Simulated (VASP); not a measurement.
Here is a VASP 6.6.1 calculation.

File INCAR:

```
PREC = Accurate ; ENCUT = 520
EDIFF = 1E-6 ; ISMEAR = 0
SIGMA = 0.05 ; LREAL = F
LASPH = T ; NELM = 60
ALGO = Normal ; ISIF = 2
LWAVE = F ; LCHARG = F
NBANDS = 11
```

Contents of KPOINTS:

```
Automatic mesh
0
Gamma
  12 12 12
```

POSCAR

```
C
1.0
    0.0000000000      1.7657701066      1.7657701066
    1.7657701066      0.0000000000      1.7657701066
    1.7657701066      1.7657701066      0.0000000000
C
2
Direct
    0.5000000000      0.5000000000      0.5000000000
    0.7500000000      0.7500000000      0.7500000000
```

Potentials or basis: VASP PAW LDA potentials, release 64 (C).

The run is started by

```bash
$ cat potpaw_LDA.64/C/POTCAR > POTCAR
$ mpirun -np 1 vasp_std > vasp.out
```

Task: What does it give for the pressure?

Result: 1.7 GPa.

Task: Estimate the band gap on the k mesh.

Result: 4.20 eV, indirect (least direct gap 5.63 eV).

A k mesh can miss the band edges. As with any semilocal functional, this LDA gap is likely too small.
